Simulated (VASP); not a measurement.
# Sb (P2_1/m) in VASP: single point with PBEsol

Aim: the single point of Sb with PBEsol.

Everything below comes from runs of VASP 6.6.1. Logs are shortened: lines on timing, memory, paths and dates and some standing lists are left out, and cuts for length are marked.

### 1 The cell of the first run

The structure is monoclinic, space group P2_1/m (No. 11). Conventional cell: a = 4.020 Å, b = 4.401 Å, c = 6.054 Å, α = 90.00°, β = 98.50°, γ = 90.00°. Within 4.1 Å of Sb (site symmetry m) lie 12 Sb at 2.98 to 4.07 Å. Within 4.1 Å of Sb (site symmetry m) lie 12 Sb at 2.98 to 4.06 Å.

### 2 Single point, PBEsol

File INCAR:

```
PREC = Accurate ; ENCUT = 520
EDIFF = 1E-7 ; ISMEAR = -1
SIGMA = 0.05 ; LREAL = F
LASPH = T ; NELM = 100
ALGO = Normal ; ISIF = 2
LWAVE = F ; LCHARG = F
GGA = PS ; NBANDS = 18
```

File KPOINTS:

```
Automatic mesh
0
Gamma
  6 6 4
```

File POSCAR:

```
Sb
1.0
    3.9643170808      0.0000000000     -0.6652428913
    0.0000000000      4.4012852674      0.0000000000
   -2.0913031543      0.0000000000      6.4219103758
Sb
4
Direct
    0.4864594215      0.2500000000      0.7496335574
    0.9854530884      0.7500000000      0.7487599614
    0.0145469116      0.2500000000      0.2512400386
    0.5135405785      0.7500000000      0.2503664426
```

Potentials or basis: VASP PAW PBE potentials, release 64 (Sb).

Command:

```console
> cat potpaw_PBE.64/Sb/POTCAR > POTCAR
> mpirun -np 1 vasp_std > vasp.out
```

OUTCAR:

```text
PREC = Accurate
   ENCUT = 520
   EDIFF = 1E-7
   ISMEAR = -1
   LREAL = F
   LASPH = T
   NELM = 100
   ISIF = 2
   GGA = PS

 ion  position               nearest neighbor table
   1  0.486  0.250  0.750-   2 2.98   2 2.98   2 2.98   2 2.98   3 3.00   3 3.05
   2  0.985  0.750  0.749-   1 2.98   1 2.98   1 2.98   1 2.98   4 3.00   4 3.05
   3  0.015  0.250  0.251-   4 2.98   4 2.98   4 2.98   4 2.98   1 3.00   1 3.05
   4  0.514  0.750  0.250-   3 2.98   3 2.98   3 2.98   3 2.98   2 3.00   2 3.05

  LATTYP: Found a simple monoclinic cell.
 ALAT       =     4.0197460146
 B/A-ratio  =     1.0949162588
 C/A-ratio  =     1.5059930962
 COS(beta)  =    -0.1477596563

  Lattice vectors:

 A1 = (   3.9643170808,   0.0000000000,  -0.6652428913)
 A2 = (   0.0000000000,  -4.4012852674,   0.0000000000)
 A3 = (  -1.8730139265,   0.0000000000,  -5.7566674845)

Analysis of symmetry for initial positions (statically):
=====================================================================
 Subroutine PRICEL returns:
 Original cell was already a primitive cell.

 Routine SETGRP: Setting up the symmetry group for a
 simple monoclinic supercell.

 Subroutine GETGRP returns: Found  4 space group operations
 (whereof  2 operations were pure point group operations)
 out of a pool of  4 trial point group operations.

The static configuration has the point symmetry S_2 .
 The point group associated with its full space group is C_2h.

Analysis of symmetry for dynamics (positions and initial velocities):
=====================================================================
 Subroutine PRICEL returns:
 Original cell was already a primitive cell.

 Routine SETGRP: Setting up the symmetry group for a
 simple monoclinic supercell.

 Subroutine GETGRP returns: Found  4 space group operations
 (whereof  2 operations were pure point group operations)
 out of a pool of  4 trial point group operations.

The dynamic configuration has the point symmetry S_2 .
 The point group associated with its full space group is C_2h.

 Subroutine INISYM returns: Found  4 space group operations
 (whereof  2 operations are pure point group operations),
 and found     1 'primitive' translations

----------------------------------------------------------------------------------------

                                     Primitive cell

  volume of cell :     105.9269

  direct lattice vectors                    reciprocal lattice vectors
     3.964317081  0.000000000 -0.665242891     0.266831754  0.000000000  0.086894095
     0.000000000  4.401285267  0.000000000     0.000000000  0.227206359  0.000000000
    -2.091303154  0.000000000  6.421910376     0.027640985  0.000000000  0.164718225

  length of vectors
     4.019746015  4.401285267  6.753849403     0.280623891  0.227206359  0.167021309

  position of ions in fractional coordinates (direct lattice)
     0.486459422  0.250000000  0.749633557
     0.985453088  0.750000000  0.748759961
     0.014546912  0.250000000  0.251240039
     0.513540578  0.750000000  0.250366443

  ion indices of the primitive-cell ions
   primitive index   ion index
                 1           1
                 2           2
                 3           3
                 4           4

----------------------------------------------------------------------------------------

 KPOINTS: Automatic mesh

Automatic generation of k-mesh.
 Grid dimensions read from file:
 generate k-points for:    6    6    4

 Generating k-lattice:

  Cartesian coordinates                     Fractional coordinates (reciprocal lattice)
     0.044471959  0.000000000  0.014482349     0.166666667  0.000000000  0.000000000
     0.000000000  0.037867726  0.000000000     0.000000000  0.166666667  0.000000000
     0.006910246  0.000000000  0.041179556     0.000000000  0.000000000  0.250000000

  Length of vectors
     0.046770649  0.037867726  0.041755327

  Shift w.r.t. Gamma in fractional coordinates (k-lattice)
     0.000000000  0.000000000  0.000000000

 Subroutine IBZKPT returns following result:
 ===========================================

 Found     56 irreducible k-points:

 Following reciprocal coordinates:
            Coordinates               Weight
  0.000000  0.000000  0.000000      1.000000
  0.166667  0.000000 -0.000000      2.000000
  0.333333  0.000000 -0.000000      2.000000
  0.500000  0.000000  0.000000      1.000000
  0.000000  0.166667  0.000000      2.000000
  0.166667  0.166667 -0.000000      4.000000
[... 16 lines left out ...]
 -0.000000  0.166667  0.250000      4.000000
  0.166667  0.166667  0.250000      4.000000
 [... further k-points ...]
   k-points           NKPTS =     56   k-points in BZ     NKDIM =     56   number of bands    NBANDS=     18
   number of dos      NEDOS =    301   number of ions     NIONS =      4
   total plane-waves  NPLWV =  54000
   dimension x,y,z NGX =    30 NGY =   36 NGZ =   50
   dimension x,y,z NGXF=    60 NGYF=   72 NGZF=  100
   ions per type =               4
   NGX,Y,Z   is equivalent  to a cutoff of  12.41, 13.60, 12.31 a.u.
   NGXF,Y,Z  is equivalent  to a cutoff of  24.81, 27.20, 24.61 a.u.
 SYSTEM =  unknown system
   PREC   = accura    normal or accurate (medium, high low for compatibility)
   ISTART =      0    job   : 0-new  1-cont  2-samecut
   ICHARG =      2    charge: 1-file 2-atom 10-const
   ISPIN  =      1    spin polarized calculation?
   LNONCOLLINEAR =      F non collinear calculations
   LSORBIT =      F    spin-orbit coupling
   LASPH  =      T    aspherical Exc in radial PAW
   ENCUT  =  520.0 eV  38.22 Ry    6.18 a.u.   7.47  8.18 12.56*2*pi/ulx,y,z
   NELM   =    100;   NELMIN=  2; NELMDL= -5     # of ELM steps
   EDIFF  = 0.1E-06   stopping-criterion for ELM
   LREAL  =      F    real-space projection
   EDIFFG = 0.1E-05   stopping-criterion for IOM
   NSW    =      0    number of steps for IOM
   IBRION =     -1    ionic relax: 0-MD 1-quasi-New 2-CG
   NFREE  =      0    steps in history (QN), initial steepest desc. (CG)
   ISIF   =      2    stress and relaxation
   ISYM   =      2    0-nonsym 1-usesym 2-fastsym
   POTIM  = 0.5000    time-step for ionic-motion
   TEBEG  =    0.0;   TEEND  =   0.0 temperature during run
   PSTRESS=    0.0 pullay stress
   NELECT =      20.0000    total number of electrons
   NUPDOWN=      -1.0000    fix difference up-down
   EMIN   =  10.00;   EMAX   =-10.00  energy-range for DOS
   EFERMI =   0.00;   METHOD = LEGACY
   ISMEAR =    -1;   SIGMA  =   0.05  broadening in eV -4-tet -1-fermi 0-gaus
   EFERMI_NEDOS =   21; number of points for ismear=-14 and -15
   IALGO  =     38    algorithm
   IMIX   =      4    mixing-type and parameters
     AMIX     =   0.40;   BMIX     =  1.00
     AMIX_MAG =   1.60;   BMIX_MAG =  1.00
  volume/ion in A,a.u.               =      26.48       178.71
  Fermi-wavevector in a.u.,A,eV,Ry     =   0.939181  1.774795 12.001174  0.882061
  Thomas-Fermi vector in A             =   2.066468
   LORBIT       =      0    0 simple, 1 ext, 2 COOP (PROOUT), +10 PAW based schemes
   GGA     = PS    functional components
   LHFCALC =     F    Hartree Fock is set to
   AEXX    =    0.0000 exact exchange contribution
   IVDW    =     0    specifies the selected vdW correction
   LEPSILON=     F    determine dielectric tensor
   LRPA    =     F    only Hartree local field effects (RPA)
 non-spin polarized calculation
  energy-cutoff  :      520.00
  volume of cell :      105.93
 maximum number of plane-waves:      2878
 NGX is ok and might be reduce to    30
   NGX = 15   NGY = 17   NGZ = 25

 number of electron      19.9999999 magnetization

 Free energy of the ion-electron system (eV)
  ---------------------------------------------------
  ext. energy  EPLUGINS =         0.00000000
  ---------------------------------------------------
  free energy    TOTEN  =       -17.91372432 eV

  energy without entropy =      -17.90226535  energy(sigma->0) =      -17.90799483

 E-fermi :   8.5468     XC(G=0): -10.2819

 val. band max:        8.5458156358   @ k =  -0.0000   0.0000   0.2500
 cond. band min:       8.5535157456   @ k =   0.3333   0.0000   0.5000
 fundamental gap:      0.0077001098
 Fermi energy:         8.5467757039

 k-point     1 :       0.0000    0.0000    0.0000
  band No.  band energies     occupation
      1      -4.7914      2.00000
      2      -2.0137      2.00000
      3       1.3211      2.00000
      4       2.1842      2.00000
      5       3.9221      2.00000
      6       4.4590      2.00000
[... 10 lines left out ...]
     17      13.9411      0.00000
     18      14.4104      0.00000

 k-point     2 :       0.1667    0.0000   -0.0000
  band No.  band energies     occupation
      1      -4.4695      2.00000
      2      -2.0173      2.00000
      3       0.7974      2.00000
      4       2.6399      2.00000
      5       2.8467      2.00000
      6       4.2917      2.00000
[... 10 lines left out ...]
     17      13.1083      0.00000
     18      13.1946      0.00000

 k-point     3 :       0.3333    0.0000   -0.0000
  band No.  band energies     occupation
      1      -3.5102      2.00000
      2      -1.8378      2.00000
      3      -0.2959      2.00000
      4       0.1846      2.00000
      5       4.6175      2.00000
      6       5.3868      2.00000
[... 10 lines left out ...]
     17      14.3083      0.00000
     18      14.4816      0.00000

 k-point     4 :       0.5000    0.0000    0.0000
  band No.  band energies     occupation
      1      -1.9413      2.00000
      2      -1.9393      2.00000
      3      -1.2597      2.00000
      4      -1.2588      2.00000
      5       7.0646      2.00000
      6       7.0646      2.00000
[... 375 lines left out ...]
      4       2.7342      2.00000
      5       3.5039      2.00000
      6       4.2810      2.00000
[... 10 lines left out ...]
     17      13.0803      0.00000
     18      13.1592      0.00000

 k-point    23 :      -0.0000    0.1667    0.2500
  band No.  band energies     occupation
      1      -4.3292      2.00000
      2      -2.5237      2.00000
      3       0.4258      2.00000
      4       2.2606      2.00000
      5       3.6775      2.00000
      6       5.2165      2.00000
[... 10 lines left out ...]
     17      13.4790      0.00000
     18      13.5926      0.00000

 k-point    24 :       0.1667    0.1667    0.2500
  band No.  band energies     occupation
      1      -3.7463      2.00000
      2      -2.8817      2.00000
      3       0.7301      2.00000
      4       1.1221      2.00000
      5       4.5730      2.00000
      6       4.6815      2.00000
[... 10 lines left out ...]
     17      13.7374      0.00000
     18      13.8778      0.00000

 [... further k-points ...]

------------------------ aborting loop because EDIFF is reached ----------------------------------------

  FORCE on cell =-STRESS in cart. coord.  units (eV):
  Direction    XX          YY          ZZ          XY          YZ          ZX
  --------------------------------------------------------------------------------------
  -------------------------------------------------------------------------------------
  Total        3.4499308      3.4817056      3.4196207      0.0000000      0.0000000     -0.0027142
  in kB       52.1812796     52.6618830     51.7228284      0.0000000      0.0000000     -0.0410534
  external PRESSURE =      52.1886637 kB  Pullay stress =       0.0000000 kB

 VOLUME and BASIS-vectors are now :
 -----------------------------------------------------------------------------
  energy-cutoff  :      520.00
  volume of cell :      105.93
      direct lattice vectors                 reciprocal lattice vectors
     3.964317081  0.000000000 -0.665242891     0.266831754  0.000000000  0.086894095
     0.000000000  4.401285267  0.000000000     0.000000000  0.227206359  0.000000000
    -2.091303154  0.000000000  6.421910376     0.027640985  0.000000000  0.164718225

 POSITION                                       TOTAL-FORCE (eV/Angst)
 -----------------------------------------------------------------------------------
      0.36077      1.10032      4.49047        -0.000977     -0.000000      0.007630
      2.34076      3.30096      4.15290         0.003457      0.000000      0.008489
     -0.46775      1.10032      1.60376        -0.003457      0.000000     -0.008489
      1.51225      3.30096      1.26620         0.000977      0.000000     -0.007630
 -----------------------------------------------------------------------------------
    total drift:                               -0.000000      0.000000      0.000000

  FREE ENERGIE OF THE ION-ELECTRON SYSTEM (eV)
  ---------------------------------------------------
  free  energy   TOTEN  =       -17.9137243162 eV

  energy  without entropy=      -17.9022653483  energy(sigma->0) =      -17.90799483
```

Run time: 34 s. Hardware: 1 thread of Intel Xeon 6975P-C (Granite Rapids), shared host; peak memory 0.26 GiB.

What came out:

| Item | Value |
| --- | --- |
| Free energy | -17.9137 eV |
| Pressure | 5.2 GPa |
| Largest force | 0.009 eV/Å |
| Band gap on the k mesh | zero (bands 10 and 11 overlap by 1.22 eV) |

Forces on the atoms (eV/Å):
```
Sb  -0.001  0.000  0.008
Sb   0.003  0.000  0.008
Sb  -0.003  0.000 -0.008
Sb   0.001  0.000 -0.008
```

Caveat: the cell stands under pressure; the PAW data sets were made with another functional, which shifts forces and pressure a little; spin-orbit coupling is left out, which moves the levels of the heavy elements.
